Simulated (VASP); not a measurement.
# SnSe (I4mm) in VASP: single point with PBE+D3(BJ)

Aim: the single point of SnSe with PBE+D3(BJ).

Program: VASP 6.6.1. These are calculated values, not measurements. Logs are shortened: lines on timing, memory, paths and dates and some standing lists are left out, and cuts for length are marked.

**1. The cell of the first run**

It takes space group I4mm (No. 107, tetragonal). Conventional cell: a = 4.257 Å, b = 4.257 Å, c = 6.021 Å, α = 90.00°, β = 90.00°, γ = 90.00°. Within 2.8 Å of Sn (site symmetry 4mm) lie 1 Se at 2.11 Å. Within 2.8 Å of Se (site symmetry 4mm) lie 1 Sn at 2.11 Å.

**2. Single point, PBE+D3(BJ)**

INCAR

```
SYSTEM = SnSe
PREC = Accurate ; ENCUT = 520
EDIFF = 1E-7 ; ISMEAR = 1
SIGMA = 0.1 ; LREAL = .FALSE.
LASPH = .TRUE. ; NELM = 80
ALGO = Normal ; ISIF = 2
LWAVE = .FALSE. ; LCHARG = .FALSE.
GGA = PE ; IVDW = 12
NBANDS = 17
```

KPOINTS

```
regular mesh
0
G
  9 9 9
  0 0 0
```

POSCAR

```
SnSe
1.0
    0.0000000000      3.0104337128      3.0104337128
    3.0104337128      0.0000000000      3.0104337128
    3.0104337128      3.0104337128      0.0000000000
Sn Se
1 1
Direct
   -0.0750000000     -0.0750000000      0.0750000000
    0.5750000000      0.5750000000      0.4250000000
```

Potentials or basis: VASP PAW PBE potentials, release 64 (Sn_d, Se).

Started as:

```
$ cat potpaw_PBE.64/Sn_d/POTCAR potpaw_PBE.64/Se/POTCAR > POTCAR
$ mpirun -np 1 vasp_std > vasp.out
```

OUTCAR:

```text
SYSTEM = SnSe
   PREC = Accurate
   ENCUT = 520
   EDIFF = 1E-7
   ISMEAR = 1
   LREAL = .FALSE.
   LASPH = .TRUE.
   NELM = 80
   ISIF = 2
   GGA = PE
   IVDW = 12
 IVDW          = 12

 ion  position               nearest neighbor table
   1  0.925  0.925  0.075-   2 2.11   2 3.14   2 3.14   2 3.14   2 3.14
   2  0.575  0.575  0.425-   1 2.11   1 3.14   1 3.14   1 3.14   1 3.14

  LATTYP: Found a face centered cubic cell.
 ALAT       =     6.0208674256

  Lattice vectors:

 A1 = (   0.0000000000,   3.0104337128,   3.0104337128)
 A2 = (   3.0104337128,   0.0000000000,   3.0104337128)
 A3 = (   3.0104337128,   3.0104337128,   0.0000000000)

Analysis of symmetry for initial positions (statically):
=====================================================================
 Subroutine PRICEL returns:
 Original cell was already a primitive cell.

 Routine SETGRP: Setting up the symmetry group for a
 face centered cubic supercell.

 Subroutine GETGRP returns: Found  8 space group operations
 (whereof  8 operations were pure point group operations)
 out of a pool of 48 trial point group operations.

The static configuration has the point symmetry C_4v.

Analysis of symmetry for dynamics (positions and initial velocities):
=====================================================================
 Subroutine PRICEL returns:
 Original cell was already a primitive cell.

 Routine SETGRP: Setting up the symmetry group for a
 face centered cubic supercell.

 Subroutine GETGRP returns: Found  8 space group operations
 (whereof  8 operations were pure point group operations)
 out of a pool of 48 trial point group operations.

The dynamic configuration has the point symmetry C_4v.

 Subroutine INISYM returns: Found  8 space group operations
 (whereof  8 operations are pure point group operations),
 and found     1 'primitive' translations

----------------------------------------------------------------------------------------

                                     Primitive cell

  volume of cell :      54.5654

  direct lattice vectors                    reciprocal lattice vectors
     0.000000000  3.010433713  3.010433713    -0.166089025  0.166089025  0.166089025
     3.010433713  0.000000000  3.010433713     0.166089025 -0.166089025  0.166089025
     3.010433713  3.010433713  0.000000000     0.166089025  0.166089025 -0.166089025

  length of vectors
     4.257396185  4.257396185  4.257396185     0.287674630  0.287674630  0.287674630

  position of ions in fractional coordinates (direct lattice)
     0.925000000  0.925000000  0.075000000
     0.575000000  0.575000000  0.425000000

  ion indices of the primitive-cell ions
   primitive index   ion index
[... 77 lines left out ...]
   NSW    =      0    number of steps for IOM
   IBRION =     -1    ionic relax: 0-MD 1-quasi-New 2-CG
   NFREE  =      0    steps in history (QN), initial steepest desc. (CG)
   ISIF   =      2    stress and relaxation
   ISYM   =      2    0-nonsym 1-usesym 2-fastsym
   POTIM  = 0.5000    time-step for ionic-motion
   TEBEG  =    0.0;   TEEND  =   0.0 temperature during run
   PSTRESS=    0.0 pullay stress
   NELECT =      20.0000    total number of electrons
   NUPDOWN=      -1.0000    fix difference up-down
   EMIN   =  10.00;   EMAX   =-10.00  energy-range for DOS
   EFERMI =   0.00;   METHOD = LEGACY
   ISMEAR =     1;   SIGMA  =   0.10  broadening in eV -4-tet -1-fermi 0-gaus
   EFERMI_NEDOS =   21; number of points for ismear=-14 and -15
   IALGO  =     38    algorithm
   IMIX   =      4    mixing-type and parameters
     AMIX     =   0.40;   BMIX     =  1.00
     AMIX_MAG =   1.60;   BMIX_MAG =  1.00
  volume/ion in A,a.u.               =      27.28       184.11
  Fermi-wavevector in a.u.,A,eV,Ry     =   1.171599  2.214002 18.675967  1.372645
  Thomas-Fermi vector in A             =   2.308041
   LORBIT       =      0    0 simple, 1 ext, 2 COOP (PROOUT), +10 PAW based schemes
   GGA     = PE    functional components
   LHFCALC =     F    Hartree Fock is set to
   AEXX    =    0.0000 exact exchange contribution
   IVDW    =    12    specifies the selected vdW correction
   LEPSILON=     F    determine dielectric tensor
   LRPA    =     F    only Hartree local field effects (RPA)
 non-spin polarized calculation
 Methfessel and Paxton  Order N= 1 SIGMA  =   0.10
  energy-cutoff  :      520.00
  volume of cell :       54.57
 maximum number of plane-waves:      1484
   NGX = 15   NGY = 15   NGZ = 15

 number of electron      20.0000002 magnetization

 Free energy of the ion-electron system (eV)
  ---------------------------------------------------
  ext. energy  EPLUGINS =         0.00000000
  ---------------------------------------------------
  free energy    TOTEN  =        -6.04838327 eV

  energy without entropy =       -6.04851900  energy(sigma->0) =       -6.04842852

 E-fermi :   5.7391     XC(G=0):  -9.4388

 val. band max:        5.6241000207   @ k =  -0.2222   0.2222   0.0000
 cond. band min:       5.8541853908   @ k =   0.0000   0.4444   0.4444
 fundamental gap:      0.2300853701
 Fermi energy:         5.7391443848

 k-point     1 :       0.0000    0.0000    0.0000
  band No.  band energies     occupation
      1     -16.3674      2.00000
      2     -16.0440      2.00000
      3     -16.0388      2.00000
      4     -16.0289      2.00000
      5     -16.0289      2.00000
      6      -9.2366      2.00000
[... 457 lines left out ...]
      4     -16.0148      2.00000
      5     -16.0136      2.00000
      6      -8.5598      2.00000
[... 9 lines left out ...]
     16      14.9779      0.00000
     17      16.8988      0.00000

 [... further k-points ...]

------------------------ aborting loop because EDIFF is reached ----------------------------------------

 Edisp (eV)   -0.73505

 E8    (eV) :    -0.3328

  FORCE on cell =-STRESS in cart. coord.  units (eV):
  Direction    XX          YY          ZZ          XY          YZ          ZX
  --------------------------------------------------------------------------------------
  -------------------------------------------------------------------------------------
  Total       1.93376     1.93376    20.68135     0.00000     0.00000     0.00000
  in kB      56.78012    56.78012   607.25670     0.00000     0.00000     0.00000
  external pressure =      240.27 kB  Pullay stress =        0.00 kB

 VOLUME and BASIS-vectors are now :
 -----------------------------------------------------------------------------
  energy-cutoff  :      520.00
  volume of cell :       54.57
      direct lattice vectors                 reciprocal lattice vectors
     0.000000000  3.010433713  3.010433713    -0.166089025  0.166089025  0.166089025
     3.010433713  0.000000000  3.010433713     0.166089025 -0.166089025  0.166089025
     3.010433713  3.010433713  0.000000000     0.166089025  0.166089025 -0.166089025

 POSITION                                       TOTAL-FORCE (eV/Angst)
 -----------------------------------------------------------------------------------
      3.01043      3.01043      5.56930         0.000000      0.000000      9.776690
      3.01043      3.01043      3.46200         0.000000      0.000000     -9.776690
 -----------------------------------------------------------------------------------
    total drift:                                0.000000      0.000000     -0.000024

  FREE ENERGIE OF THE ION-ELECTRON SYSTEM (eV)
  ---------------------------------------------------
  free  energy   TOTEN  =        -6.7834326402 eV

  energy  without entropy=       -6.7835683693  energy(sigma->0) =       -6.78347788
```

OSZICAR:

```text
N       E                     dE             d eps       ncg     rms          rms(c)
DAV:   1     0.132779423988E+03    0.13278E+03   -0.90283E+03  2558   0.147E+03
DAV:   2     0.594450322729E+01   -0.12683E+03   -0.12293E+03  2736   0.337E+02
DAV:   3    -0.603836471710E+01   -0.11983E+02   -0.11891E+02  3057   0.925E+01
DAV:   4    -0.633251914695E+01   -0.29415E+00   -0.29397E+00  3215   0.157E+01
DAV:   5    -0.633969893642E+01   -0.71798E-02   -0.71793E-02  3503   0.241E+00    0.593E+00
DAV:   6    -0.608445002014E+01    0.25525E+00   -0.39666E-01  3471   0.446E+00    0.358E+00
DAV:   7    -0.604924258821E+01    0.35207E-01   -0.19255E-01  3105   0.236E+00    0.114E+00
DAV:   8    -0.604815676546E+01    0.10858E-02   -0.23113E-02  3300   0.133E+00    0.326E-01
DAV:   9    -0.604840753806E+01   -0.25077E-03   -0.23865E-03  3258   0.439E-01    0.857E-02
DAV:  10    -0.604835979656E+01    0.47741E-04   -0.29399E-04  3193   0.130E-01    0.439E-02
DAV:  11    -0.604838142933E+01   -0.21633E-04   -0.55447E-05  3401   0.646E-02    0.934E-03
DAV:  12    -0.604838363050E+01   -0.22012E-05   -0.57557E-06  3150   0.187E-02    0.986E-03
DAV:  13    -0.604838327954E+01    0.35096E-06   -0.19334E-06  2939   0.119E-02    0.218E-03
DAV:  14    -0.604838327239E+01    0.71509E-08   -0.94028E-08  2719   0.395E-03
   1 F= -.67834326E+01 E0= -.67834779E+01  d E =0.135729E-03
```

stdout:

```text
POSCAR found type information on POSCAR SnSe
 POSCAR found :  2 types and       2 ions
 scaLAPACK will be used
 LDA part: xc-table for (Slater+PW92), standard interpolation
 POSCAR, INCAR and KPOINTS ok, starting setup
 FFT: planning ... GRIDC
 FFT: planning ... GRID_SOFT
 FFT: planning ... GRID
 WAVECAR not read
 entering main loop
```

Run time: 46 s. Hardware: 1 thread of Intel Xeon Platinum 8488C (Sapphire Rapids), shared host; peak memory 0.22 GiB.

Results:

| Property | Result |
| --- | --- |
| Free energy | -6.7834 eV |
| Pressure | 24.0 GPa |
| Largest force | 9.777 eV/Å |
| Band gap on the k mesh | 0.23 eV, indirect (least direct gap 1.29 eV) |
| Dispersion energy per atom | -0.368 eV |

Forces in eV/Å, atoms in the order of the input:
```
Sn   0.000  0.000  9.777
Se   0.000  0.000 -9.777
```

Caveat: three body term missing; spin-orbit coupling is left out, which moves the levels of the heavy elements; forces of over 1 eV/Å act on the atoms, so gaps and moduli don't describe the material at rest.
